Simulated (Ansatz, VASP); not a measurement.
# Two plane-wave programs on SrRh6

```xyz
7
Lattice="5.8325 0.0000 0.0000 0.0000 5.8325 0.0000 0.0000 0.0000 5.8325" Properties=species:S:1:pos:R:3 pbc="T T T"
Sr    0.0000    0.0000    0.0000
Rh    2.9162    2.9162    1.1451
Rh    2.9162    2.9162    4.6874
Rh    1.1451    2.9162    2.9162
Rh    4.6874    2.9162    2.9162
Rh    2.9162    1.1451    2.9162
Rh    2.9162    4.6874    2.9162
```

Change from the starting cell: species swapped into the PrB6 type (Pm-3m, No. 221).

Alike in both runs: functional PBE; k mesh 6 × 6 × 6; occupations gaussian, width 0.1 eV; no spin polarisation.

Ansatz relaxed the structure, and its values are those at the end. VASP's run is a single point on that final structure, the one shown.

|  | VASP | Ansatz |
| --- | --- | --- |
| version | VASP 6.6.1 | Ansatz 0.2.0 |
| potentials or method | VASP PAW PBE potentials, release 64 (Sr_sv, Rh_pv), cutoff 520 eV | scalar-relativistic, plane waves, PAW |
| valence electrons in the cell | 100 | 112 |

Ansatz gave:

- gap on the k mesh at the Fermi level (eV): none
- pressure (GPa): 0.0
- rms of the force components (eV/Å): 0.005

Question: Estimate VASP's values.

Answer: gap on the k mesh at the Fermi level (eV): none; pressure (GPa): 0.1; rms of the force components (eV/Å): 0.022.

A gap of «none» marks a metal or a gap that the smearing closes. VASP's potentials hold 100 valence electrons a cell and Ansatz's 112, so a difference there can come from the potentials and not from the codes.
